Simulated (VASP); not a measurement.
Input of a VASP 6.6.1 run:

File INCAR:

```
SYSTEM = W
PREC = Accurate
ENCUT = 520
EDIFF = 1E-7
ISMEAR = -1
SIGMA = 0.08
LREAL = .FALSE.
LASPH = .TRUE.
NELM = 150
ALGO = Normal
ISIF = 2
LWAVE = .FALSE.
LCHARG = .FALSE.
ISPIN = 2
MAGMOM = 0
LORBIT = 11
NUPDOWN = 0.0
LMAXMIX = 4
GGA = CA
NBANDS = 17
```

The input KPOINTS:

```
regular mesh
0
G
  12 12 12
  0 0 0
```

POSCAR

```
W
1.0
    0.0000000000      2.0300000000      2.0300000000
    2.0300000000      0.0000000000      2.0300000000
    2.0300000000      2.0300000000      0.0000000000
W
1
Direct
    0.0000000000      0.0000000000      0.0000000000
```

Potentials or basis: VASP PAW LDA potentials, release 64 (W_sv).

The run is started by

```console
$ cat potpaw_LDA.64/W_sv/POTCAR > POTCAR
$ mpirun -np 1 vasp_std > vasp.out
```

Problem. What does it give for the pressure?

Solution. -16.8 GPa.

Caveat: the total moment is fixed, so each spin has its own Fermi level.
